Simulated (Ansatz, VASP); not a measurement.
## FeSi2 in VASP and in Ansatz

```
Fe Si
1.0
     2.67623    0.00000    0.00000
     0.00000    2.67623    0.00000
     0.00000    0.00000    5.10630
Fe Si
1 2
Direct
  0.00000 0.00000 0.00000
  0.50000 0.50000 0.27193
  0.50000 0.50000 0.72807
```

Alike in both runs: functional PBEsol; k mesh 16 × 16 × 8; occupations gaussian, width 0.1 eV; no spin polarisation.

Ansatz relaxed the structure, and its values are those at the end. VASP's run is a single point on that final structure, the one shown.

|  | VASP | Ansatz |
| --- | --- | --- |
| version | VASP 6.6.1 | Ansatz 0.2.0 |
| potentials or method | VASP PAW PBE potentials, release 64 (Fe, Si), cutoff 520 eV | scalar-relativistic, plane waves, PAW |
| valence electrons in the cell | 16 | 24 |

Ansatz gave:

| Quantity | Value |
| --- | --- |
| gap on the k mesh at the Fermi level (eV) | none |
| pressure (GPa) | 0.0 |
| rms of the force components (eV/Å) | 0.000 |

Estimate VASP's values.

gap on the k mesh at the Fermi level (eV): none; pressure (GPa): 0.4; rms of the force components (eV/Å): 0.009.

VASP's potentials were made for PBE, not for PBEsol. A gap of «none» marks a metal or a gap that the smearing closes. With one functional, cell and mesh, what is left measures potentials, basis and numerics. VASP's potentials hold 16 valence electrons a cell and Ansatz's 24, so a difference there can come from the potentials and not from the codes.
